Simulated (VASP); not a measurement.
**ZrWS5: single point with PBE**

ZrWS5:

```xyz
7
Lattice="4.3474 0.0000 0.0000 0.0000 4.3474 0.0000 0.0000 0.0000 6.2372" Properties=species:S:1:pos:R:3 pbc="T T T"
Zr    2.1737    2.1737    0.0000
W     0.0000    0.0000    3.1186
S     0.0000    2.1737    1.7681
S     0.0000    2.1737    4.4691
S     2.1737    0.0000    1.7681
S     2.1737    0.0000    4.4691
S     0.0000    0.0000    0.0000
```

The cell was built from a structure type or drawn by symmetry, and may not be a known phase.

```yaml
Program: VASP 6.6.1
Task: single point
Functional: PBE
Potentials_or_basis: VASP PAW PBE potentials, release 64 (Zr_sv, W_sv, S)
Cutoff: 500 eV
k_mesh: 10 × 10 × 6
Occupations: gaussian, width 0.1 eV
Spin: no spin polarisation
```

- Pressure: 0.0 GPa
- Band gap on the k mesh: zero (bands 28 and 29 overlap by 1.40 eV)

Levels at points of the mesh, in eV from the Fermi level:
| k point | band 24 | band 25 | band 26 | band 27 | band 28 | band 29 | band 30 | band 31 | band 32 | band 33 |
| --- | --- | --- | --- | --- | --- | --- | --- | --- | --- | --- |
| (0.00, 0.00, 0.00) | -2.03 | -1.12 | -0.93 | -0.44 | -0.44 | 0.22 | 0.47 | 0.48 | 0.66 | 1.85 |
| (0.50, 0.00, 0.00) | -1.51 | -1.29 | -1.25 | -0.94 | -0.57 | 0.59 | 0.81 | 1.95 | 2.35 | 2.76 |
| (0.50, 0.50, 0.00) | -0.36 | -0.33 | -0.27 | -0.27 | 0.10 | 0.52 | 0.60 | 1.16 | 1.24 | 1.85 |
| (0.00, 0.00, 0.50) | -1.97 | -1.48 | -1.48 | -1.05 | -1.05 | -0.78 | 0.39 | 1.04 | 1.48 | 2.32 |
| (0.50, 0.00, 0.50) | -2.52 | -2.36 | -2.10 | -0.94 | -0.66 | -0.10 | 1.45 | 1.85 | 2.48 | 2.88 |
| (0.50, 0.50, 0.50) | -0.87 | -0.26 | -0.26 | -0.15 | -0.04 | 0.65 | 1.13 | 1.53 | 1.67 | 2.74 |

It took 8.6 min on 1 thread of Intel Xeon 8259CL, on a shared host, peak memory 0.44 GiB.

Caveat: spin-orbit coupling is left out, which moves the levels of the heavy elements.
